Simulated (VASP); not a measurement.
A run of VASP 6.6.1 is set up as follows.

The input INCAR:

```
PREC = Accurate ; ENCUT = 600
EDIFF = 1E-6 ; ISMEAR = 0
SIGMA = 0.1 ; LREAL = F
LASPH = T ; NELM = 100
ALGO = Normal ; ISIF = 3
LWAVE = F ; LCHARG = F
GGA = PE ; IBRION = 2
NSW = 90 ; EDIFFG = -0.04
```

Contents of KPOINTS:

```
Automatic mesh
0
Gamma
  6 6 4
```

The input POSCAR:

```
PC2
1.0
    2.8465325622      0.0000000000      0.0000000000
   -1.4232662811      2.4651695116      0.0000000000
    0.0000000000      0.0000000000      7.0411027964
P C
2 4
Direct
    0.0000000000      0.0000000000      0.0000000000
    0.0000000000      0.0000000000      0.5000000000
    0.3333333333      0.6666666667      0.8504909349
    0.3333333333      0.6666666667      0.6495090651
    0.6666666667      0.3333333333      0.1495090651
    0.6666666667      0.3333333333      0.3504909349
```

Potentials or basis: VASP PAW PBE potentials, release 64 (P, C).

The run is started by

```console
$ cat potpaw_PBE.64/P/POTCAR potpaw_PBE.64/C/POTCAR > POTCAR
$ mpirun -np 1 vasp_std > vasp.out
```

What does it give for the band gap on the k mesh?

Zero (band 13 reaches 11.24 eV, above the bottom of band 14 at 8.16 eV).

Estimate the relaxed cell.

a = 2.860 Å, b = 2.860 Å, c = 7.001 Å, α = 90.00°, β = 90.00°, γ = 120.00°.

What does it give for the space group after relaxing (to 0.05 Å)?

P6_3/mmc (No. 194).

Predict the relaxed volume.

8.26 Å³/atom.

Forces on the atoms (eV/Å):
```
P    0.000  0.000  0.000
P    0.000  0.000  0.000
C    0.000  0.000  0.019
C    0.000  0.000 -0.019
C    0.000  0.000 -0.019
C    0.000  0.000  0.019
```

Caveat: the k points lie up to 0.42 Å⁻¹ apart in the final cell.
